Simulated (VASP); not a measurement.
I:

```xyz
2
Lattice="3.5900 0.0000 0.0000 -1.7950 3.1090 0.0000 0.0000 0.0000 5.8625" Properties=species:S:1:pos:R:3 pbc="T T T"
I     0.0000    2.0727    1.4656
I     1.7950    1.0363    4.3969
```

| Item | Value |
| --- | --- |
| Program | VASP 6.6.1 |
| Task | relaxation of cell and atoms |
| Functional | PBEsol |
| Potentials or basis | VASP PAW PBE potentials, release 64 (I) |
| Cutoff | 600 eV |
| k mesh | 8 × 8 × 5 |
| Occupations | fermi-dirac, width 0.05 eV |
| Spin | no spin polarisation |

At the start: pressure -0.4 GPa; volume 32.72 Å³/atom.

Task: Where does the relaxation end?

Result: Over 38 steps the energy falls by 204.2 meV/atom and the volume is 37.08 Å³/atom (+13.4 %); space group P6_3/mmc (No. 194, to 0.1 Å) before and after.

The path:
```tsv
step	energy change (eV)	largest force (eV/Å)	pressure (GPa)	volume (Å³)
1	0.0000	0.0000	-0.41	65.43
2	-0.0016	0.0000	-0.03	64.64
3	-0.0019	0.0000	0.19	64.21
4	-0.0034	0.0000	0.32	63.96
5	-0.0096	0.0000	0.73	63.21
6	-0.0267	0.0000	1.67	61.67
7	-0.0435	0.0000	4.73	58.49
8	-0.0366	0.0000	6.72	57.02
9	-0.0366	0.0000	6.72	57.02
10	-0.0367	0.0000	6.76	57.00
11	-0.0369	0.0000	6.84	56.96
12	-0.0373	0.0000	6.98	56.88
13	-0.0376	0.0000	7.27	56.71
14	-0.0365	0.0000	7.89	56.38
15	-0.0376	0.0000	7.38	56.65
16	-0.0383	0.0000	7.38	56.66
17	-0.0402	0.0000	7.38	56.68
18	-0.0441	0.0000	7.37	56.71
19	-0.0517	0.0000	7.35	56.78
20	-0.0666	0.0000	7.30	56.93
21	-0.0941	0.0000	7.25	57.21
22	-0.1361	0.0000	7.28	57.75
23	-0.1661	0.0000	7.83	58.78
24	-0.2188	0.0000	6.54	59.99
25	-0.3294	0.0000	3.30	63.75
26	-0.3824	0.0000	-0.88	71.73
27	-0.3863	0.0000	-0.27	70.17
28	-0.3864	0.0000	-0.19	69.91
29	-0.3901	0.0000	-0.14	70.16
30	-0.3987	0.0000	-0.04	70.89
31	-0.4069	0.0000	0.22	72.31
32	-0.4075	0.0000	0.32	72.73
33	-0.4075	0.0000	0.34	72.81
34	-0.4084	0.0000	0.07	73.65
35	-0.4084	0.0000	-0.03	73.96
36	-0.4084	0.0000	-0.01	73.94
37	-0.4084	0.0000	0.00	74.00
38	-0.4085	0.0000	0.01	74.17
```

Final structure:
```yaml
crystal:
  lattice:
    - [3.28380, 0.00000, 0.00000]
    - [-1.64190, 2.84386, 0.00000]
    - [0.00000, 0.00000, 7.94223]
  atoms:
    - { symbol: I, position: [0.33333, 0.66667, 0.25000] }
    - { symbol: I, position: [0.66667, 0.33333, 0.75000] }
```

Caveat: a cell axis changed by over 15 % at a fixed basis, so the end point is rough; the PAW data sets were made with another functional, which shifts forces and pressure a little; this functional lacks dispersion, which binds layers or chains, so the pressure and a relaxed spacing across them are unreliable.
